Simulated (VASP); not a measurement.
Here is a VASP 6.6.1 calculation.

Contents of INCAR:

```
PREC     = Accurate       # precision mode
ENCUT    = 520            # plane-wave cutoff, eV
EDIFF    = 1E-7           # SCF threshold, eV
ISMEAR   = 0              # smearing method
SIGMA    = 0.1            # smearing width, eV
LREAL    = F              # projectors in reciprocal space
LASPH    = T              # aspherical terms in the spheres
NELM     = 100            # most SCF steps
ALGO     = Normal         # electronic algorithm
ISIF     = 2              # what is computed and relaxed
LWAVE    = F              # write WAVECAR
LCHARG   = T              # write CHGCAR
GGA      = PE             # functional
LELF     = T              # ELF
LVHAR    = T            
NBANDS   = 42             # bands
```

The input KPOINTS:

```
regular mesh
0
Gamma
  4 4 4
```

POSCAR

```
BaTaI6
1.0
    0.0000000000      5.4373288100      5.4373288100
    5.4373288100      0.0000000000      5.4373288100
    5.4373288100      5.4373288100      0.0000000000
Ba Ta I
1 1 6
Direct
    0.5000000000      0.5000000000      0.5000000000
    0.0000000000      0.0000000000      0.0000000000
    0.5000000000      0.0000000000      0.0000000000
    0.0000000000      0.5000000000      0.5000000000
    0.0000000000      0.5000000000      0.0000000000
    0.5000000000      0.0000000000      0.5000000000
    0.0000000000      0.0000000000      0.5000000000
    0.5000000000      0.5000000000      0.0000000000
```

Potentials or basis: VASP PAW PBE potentials, release 64 (Ba_sv, Ta_pv, I).

The run is started by

```console
$ cat potpaw_PBE.64/Ba_sv/POTCAR potpaw_PBE.64/Ta_pv/POTCAR potpaw_PBE.64/I/POTCAR > POTCAR
$ mpirun -np 1 vasp_std > vasp.out
```

(1) What does it give for the pressure?

## Answers

(1) -3.0 GPa.

Caveat: an odd number of electrons without spin polarisation forces a metal; a magnetic or distorted state may lie lower.
